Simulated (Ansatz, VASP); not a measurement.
## Two plane-wave programs on Sb

```
CELL_PARAMETERS angstrom
2.12793 1.22856 3.73782
-2.12793 1.22856 3.73782
0.00000 -2.45712 3.73782
ATOMIC_POSITIONS crystal
Sb 0.23268 0.23268 0.23268
Sb 0.76732 0.76732 0.76732
```

Alike in both runs: task single point; functional PBE; k mesh 14 × 14 × 14; occupations fermi-dirac, width 0.1 eV; no spin polarisation.

|  | VASP | Ansatz |
| --- | --- | --- |
| version | VASP 6.6.1 | Ansatz 0.2.0 |
| potentials or method | VASP PAW PBE potentials, release 64 (Sb), cutoff 520 eV | plane waves (420 eV) with PAW, scalar-relativistic |
| valence electrons in the cell | 10 | 30 |

Ansatz gave:

| Property | Result |
| --- | --- |
| pressure (GPa) | 5.0 |
| traceless stress, the component that is largest in VASP (GPa) | -0.65 |

Task: Estimate VASP's values.

Result: Pressure (GPa): 5.2; traceless stress, the component that is largest in VASP (GPa): -0.71.

VASP's potentials hold 10 valence electrons a cell and Ansatz's 30, so a difference there can come from the potentials and not from the codes.

Spin-orbit coupling is off throughout.
